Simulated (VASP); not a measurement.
Here is a VASP 6.6.1 calculation.

INCAR

```
PREC = Accurate
ENCUT = 520
EDIFF = 1E-6
ISMEAR = -1
SIGMA = 0.05
LREAL = False
LASPH = True
NELM = 60
ALGO = Normal
ISIF = 2
LWAVE = False
LCHARG = True
GGA = PE
LELF = True
LVHAR = True
NBANDS = 16
```

Contents of KPOINTS:

```
Automatic mesh
0
Gamma
  9 9 8
```

Contents of POSCAR:

```
NbTe
1.0
    3.6014711362      0.0000000000      0.0000000000
   -1.8007355681      3.1189659291      0.0000000000
    0.0000000000      0.0000000000      3.5929483403
Nb Te
1 1
Direct
    0.0000000000      0.0000000000      0.5000000000
    0.6666666667      0.3333333333      0.0000000000
```

Potentials or basis: VASP PAW PBE potentials, release 64 (Nb_sv, Te).

Launch:

```bash
$ cat potpaw_PBE.64/Nb_sv/POTCAR potpaw_PBE.64/Te/POTCAR > POTCAR
$ mpirun -np 1 vasp_std > vasp.out
```

Q: Predict the pressure.

A: 11.2 GPa.

Stress tensor (GPa, compression positive):
```
 9.87  0.00  0.00
 0.00  9.87  0.00
 0.00  0.00 13.92
```
